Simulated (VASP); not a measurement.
A run of VASP 6.6.1:

The input INCAR:

```
ALGO = Normal ; EDIFF = 1E-7
EDIFFG = -0.002 ; ENCUT = 600
GGA_COMPAT = False ; IBRION = 2
ISIF = 3 ; ISMEAR = 0
LASPH = True ; LCHARG = False
LREAL = False ; LWAVE = False
NELM = 120 ; NELMIN = 4
NSW = 100 ; PREC = Accurate
PSTRESS = 133.0 ; SIGMA = 0.02
```

File KPOINTS:

```
k-points
0
Gamma
  10 10 10
```

File POSCAR:

```
MgO
1.0
    0.0000000000      2.1085000000      2.1085000000
    2.1085000000      0.0000000000      2.1085000000
    2.1085000000      2.1085000000      0.0000000000
Mg O
1 1
Direct
    0.0000000000      0.0000000000      0.0000000000
    0.5000000000      0.5000000000      0.5000000000
```

Potentials or basis: VASP PAW LDA potentials, release 64 (Mg, O).

Command:

```sh
$ cat potpaw_LDA.64/Mg/POTCAR potpaw_LDA.64/O/POTCAR > POTCAR
$ mpirun -np 1 vasp_std > vasp.out
```

Hardware: 1 thread of AMD EPYC 7571 (shared host).

Problem. Estimate the wall time of this run.

Solution. Run time: 43 s on 1 thread of AMD EPYC 7571, on a shared host, peak memory 0.11 GiB. Counts: scf iterations 42, k points 47, ion steps 6.
